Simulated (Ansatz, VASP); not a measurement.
La2O3 in VASP and in Ansatz

```xyz
5
Lattice="6.3703 0.0000 0.0000 -3.1851 5.5168 0.0000 0.0000 0.0000 3.2899" Properties=species:S:1:pos:R:3 pbc="T T T"
La    3.1851    1.8389    1.6387
La    0.0000    3.6779    1.6512
O     3.2145    0.0000    0.0000
O    -1.6072    2.7838    0.0000
O     1.5779    2.7330    0.0000
```

Alike in both runs: task relaxation of cell and atoms; functional PBEsol; k mesh 4 × 4 × 6; occupations fermi-dirac, width 0.05 eV; no spin polarisation.

|  | VASP | Ansatz |
| --- | --- | --- |
| version | VASP 6.6.1 | Ansatz 0.2.0 |
| potentials or method | VASP PAW PBE potentials, release 64 (La, O), cutoff 600 eV | all-electron LAPW, scalar-relativistic |

|  | VASP | Ansatz | Ansatz less VASP |
| --- | --- | --- | --- |
| relaxed volume (Å³/atom) | 22.33 | 22.38 | +0.054 |
| relaxed cell length with the largest relative difference (Å) | 3.249 | 3.252 | +0.0031 |

VASP's potentials were made for PBE, not for PBEsol. Ansatz ran all-electron here, and VASP with PAW potentials.

Spin-orbit coupling is off throughout. Noted on Ansatz's run: the k mesh is thin for a metal, which can move the energy by tens of meV per atom.
